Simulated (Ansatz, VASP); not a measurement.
Hf: VASP beside Ansatz

File INCAR:

```
ALGO     = Normal         # electronic algorithm
EDIFF    = 1E-7           # SCF threshold, eV
EDIFFG   = -0.005         # ionic threshold
ENCUT    = 600            # plane-wave cutoff, eV
GGA      = PE             # functional
IBRION   = 2              # ionic algorithm
ISIF     = 3              # what is computed and relaxed
ISMEAR   = -1             # smearing method
LASPH    = T              # aspherical terms in the spheres
LCHARG   = F              # write CHGCAR
LREAL    = F              # projectors in reciprocal space
LWAVE    = F              # write WAVECAR
NELM     = 60             # most SCF steps
NSW      = 60             # ionic steps
PREC     = Accurate       # precision mode
SIGMA    = 0.1            # smearing width, eV
```

Contents of KPOINTS:

```
k-points
0
Gamma
  15 15 15
```

Contents of POSCAR:

```
Hf
1.0
    0.0000000000      2.2427254771      2.2427254771
    2.2427254771      0.0000000000      2.2427254771
    2.2427254771      2.2427254771      0.0000000000
Hf
1
Direct
    0.0000000000      0.0000000000      0.0000000000
```

Input for Ansatz:

```yaml
crystal:
  lattice:
    - [0.0, 2.2427254771, 2.2427254771]
    - [2.2427254771, 0.0, 2.2427254771]
    - [2.2427254771, 2.2427254771, 0.0]
  atoms:
    - { symbol: Hf, position: [0.0, 0.0, 0.0] }
kpoints:
  mp_grid: { grid: [15, 15, 15] }
scf:
  occupations: { method: fermi_dirac, width: 0.1 }
hamiltonian:
  xc: pbe
  pseudopotentials: { kind: paw }
output:
  forces: true
  stress: true
relax:
  f_tol: 0.005
  max_steps: 40
  cell: {}
```

Alike in both runs: task relaxation of cell and atoms; functional PBE; k mesh 15 × 15 × 15; occupations fermi-dirac, width 0.1 eV; no spin polarisation.

```csv
,VASP,Ansatz
version,VASP 6.6.1,Ansatz 0.2.0
potentials or method,"VASP PAW PBE potentials, release 64 (Hf_pv)","PAW with Ansatz's default frozen-core files, scalar-relativistic"
plane-wave cutoff (eV),600,420
valence electrons in the cell,10,26
```

|  | VASP | Ansatz | Ansatz less VASP |
| --- | --- | --- | --- |
| relaxed volume (Å³/atom) | 22.49 | 22.59 | +0.096 |
| relaxed cell length with the largest relative difference (Å) | 3.168 | 3.173 | +0.0045 |

VASP's potentials hold 10 valence electrons a cell and Ansatz's 26, so a difference there can come from the potentials and not from the codes.

Neither program's run includes spin-orbit coupling.
